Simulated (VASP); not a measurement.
Runs of VASP 6.6.1 on TaC. The structure is that of space group Fm-3m (No. 225), or close to it. The cells are those of the table. 

| cell | gap on the mesh (eV) | pressure (GPa) |
| --- | --- | --- |
| a = 3.185 Å, angles 60.0°, 2 atoms | none | (b) |
| a = 3.080 Å, angles 60.0°, 2 atoms | none | 17.7 |
| a = 3.144 Å, angles 60.0°, 2 atoms | none | -5.9 |
| a = 3.165 Å, angles 60.0°, 2 atoms | none | -12.2 |
| a = 3.205 Å, angles 60.0°, 2 atoms | none | -23.0 |
| a = 3.101 Å, angles 60.0°, 2 atoms | none | 9.0 |
| a = 3.123 Å, angles 60.0°, 2 atoms | none | (a) |

Alike in all rows: task single point; level LDA; potentials or basis VASP PAW LDA potentials, release 64 (Ta_pv, C); no spin polarisation; k mesh 11 × 11 × 11; cutoff (eV) 600; smearing methfessel-paxton 0.15 eV.

Estimate the missing entries.

(a) 1.1; (b) -17.9.

Caveats: spin-orbit coupling is left out, which moves the levels of the heavy elements.

A k mesh can miss the band edges, and the runs leave out spin-orbit coupling on Ta.

A gap of «none» marks levels without a gap at the run's occupations.
